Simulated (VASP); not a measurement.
Here is a VASP 6.6.1 calculation.

File INCAR:

```
SYSTEM = Au
ALGO = Fast ; EDIFF = 1E-6
EDIFFG = -0.01 ; ENCUT = 600
GGA = PS ; IBRION = 2
ISIF = 4 ; ISMEAR = 0
LASPH = .True. ; LCHARG = .False.
LREAL = .False. ; LWAVE = .False.
NELM = 80 ; NSW = 50
PREC = Accurate ; SIGMA = 0.1
```

KPOINTS

```
k-points
0
Gamma
  16 16 10
  0 0 0
```

The input POSCAR:

```
Au
1.0
    1.4346342576     -2.5678143166      0.0000000000
    1.4346342576      2.5678143166      0.0000000000
    0.0000000000      0.0000000000      4.9024264144
Au
2
Direct
    0.6638774340      0.3361225660      0.2500000000
    0.3361225660      0.6638774340      0.7500000000
```

Potentials or basis: VASP PAW PBE potentials, release 64 (Au).

Command:

```sh
$ cat potpaw_PBE.64/Au/POTCAR > POTCAR
$ mpirun -np 1 vasp_std > vasp.out
```

(1) Predict the band gap on the k mesh.

Answers

(1) zero (bands 11 and 12 overlap by 6.29 eV).

Caveat: spin-orbit coupling is left out, which moves the levels of the heavy elements.
